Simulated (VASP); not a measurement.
Runs of VASP 6.6.1 on Ge. The structure is that of space group Fmmm (No. 69), or close to it. The cells are those of the table. 

| task | level | potentials or basis | cell | k mesh | cutoff (eV) | smearing | gap on the mesh (eV) | pressure (GPa) | largest force (eV/Å) |
| --- | --- | --- | --- | --- | --- | --- | --- | --- | --- |
| single point | LDA | VASP PAW LDA potentials, release 64 (Ge_d) | a = 5.873, b = 5.752, c = 3.905 Å, angles 72.1, 68.7, 39.2°, 4 atoms | 6 × 6 × 6 | 520 | gaussian 0.05 eV | none | -5.0 | 0.04 |
| single point | PBEsol | VASP PAW PBE potentials, release 64 (Ge_d) | a = 5.267, b = 5.167, c = 3.589 Å, angles 71.4, 68.4, 40.2°, 4 atoms | 7 × 7 × 7 | 520 | fermi-dirac 0.05 eV | none | 30.2 | - |
| single point | PBE | VASP PAW PBE potentials, release 64 (Ge_d) | a = 5.873, b = 5.752, c = 3.905 Å, angles 72.1, 68.7, 39.2°, 4 atoms | 7 × 7 × 7 | 520 | fermi-dirac 0.05 eV | none | (c) | 0.21 |
| single point | PBEsol | VASP PAW PBE potentials, release 64 (Ge_d) | a = 5.873, b = 5.752, c = 3.905 Å, angles 72.1, 68.7, 39.2°, 4 atoms | 7 × 7 × 7 | 520 | gaussian 0.02 eV | none | (b) | 0.04 |
| single point | PBEsol | VASP PAW PBE potentials, release 64 (Ge_d) | a = 5.874, b = 5.753, c = 3.827 Å, angles 72.5, 69.1, 40.0°, 4 atoms | 6 × 6 × 6 | 520 | fermi-dirac 0.05 eV | none | -3.5 | - |
| single point | PBEsol | VASP PAW PBE potentials, release 64 (Ge_d) | a = 5.594, b = 5.476, c = 3.794 Å, angles 71.6, 68.3, 40.1°, 4 atoms | 7 × 7 × 7 | 520 | fermi-dirac 0.05 eV | none | 4.8 | - |
| relaxation of cell and atoms | BLYP+D4 | VASP PAW PBE potentials, release 64 (Ge_d) | relaxed from a = 5.873, b = 5.752, c = 3.905 Å, angles 72.1, 68.7, 39.2°, 4 atoms | 5 × 5 × 5 | 600 | fermi-dirac 0.05 eV | none | 0.0 | - |
| single point | PBEsol | VASP PAW PBE potentials, release 64 (Ge_d) | a = 5.369, b = 5.265, c = 3.653 Å, angles 71.4, 68.4, 40.2°, 4 atoms | 7 × 7 × 7 | 520 | fermi-dirac 0.05 eV | none | 19.8 | 0.01 |
| single point | PBE | VASP PAW PBE potentials, release 64 (Ge_d) | a = 5.873, b = 5.752, c = 3.905 Å, angles 72.1, 68.7, 39.2°, 4 atoms | 7 × 7 × 7 | 520 | gaussian 0.1 eV | none | 0.0 | (a) |
| single point | PBEsol | VASP PAW PBE potentials, release 64 (Ge_d) | a = 5.666, b = 5.543, c = 3.832 Å, angles 71.7, 68.3, 40.0°, 4 atoms | 7 × 7 × 7 | 520 | fermi-dirac 0.05 eV | none | 1.8 | - |
| single point | PBEsol | VASP PAW PBE potentials, release 64 (Ge_d) | a = 5.874, b = 5.752, c = 3.866 Å, angles 72.3, 68.9, 39.6°, 4 atoms | 6 × 6 × 6 | 520 | fermi-dirac 0.05 eV | none | -3.5 | - |

Alike in all rows: no spin polarisation.

**Question.** Fill in the values left out.

**Answer.** (a) 0.05; (b) -3.6; (c) 0.2.

Caveats: the PAW data sets were made with another functional, which shifts forces and pressure a little (some runs); pairwise dispersion overbinds metals, which lowers pressure and volume (some runs).

A k mesh can miss the band edges, and the runs leave out spin-orbit coupling on Ge.

A gap of «none» marks levels without a gap at the run's occupations.
